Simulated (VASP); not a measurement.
A run of VASP 6.6.1:

Contents of INCAR:

```
PREC     = Accurate       # precision mode
ENCUT    = 600            # plane-wave cutoff, eV
EDIFF    = 1E-6           # SCF threshold, eV
ISMEAR   = -1             # smearing method
SIGMA    = 0.1            # smearing width, eV
LREAL    = F              # projectors in reciprocal space
LASPH    = T              # aspherical terms in the spheres
NELM     = 80             # most SCF steps
ALGO     = Normal         # electronic algorithm
ISIF     = 4              # what is computed and relaxed
LWAVE    = F              # write WAVECAR
LCHARG   = F              # write CHGCAR
GGA      = PE             # functional
IBRION   = 2              # ionic algorithm
NSW      = 50             # ionic steps
EDIFFG   = -0.005         # ionic threshold
```

KPOINTS

```
regular mesh
0
Gamma
  16 16 14
```

Contents of POSCAR:

```
Zr
1.0
    2.9372315430      0.0000000000      0.0000000000
   -1.4686157715      2.5437171331      0.0000000000
    0.0000000000      0.0000000000      2.9390804354
Zr
1
Direct
    0.0000000000      0.0000000000      0.0000000000
```

Potentials or basis: VASP PAW PBE potentials, release 64 (Zr_sv).

Run with:

```bash
$ cat potpaw_PBE.64/Zr_sv/POTCAR > POTCAR
$ mpirun -np 1 vasp_std > vasp.out
```

Hardware: 1 thread of Intel Xeon 8259CL (shared host).

Q: How long does it take, and how much memory?

A: Wall time 91 s on 1 thread of Intel Xeon 8259CL, on a shared host, peak memory 0.19 GiB. Counts: scf iterations 21, k points 240, ion steps 3.
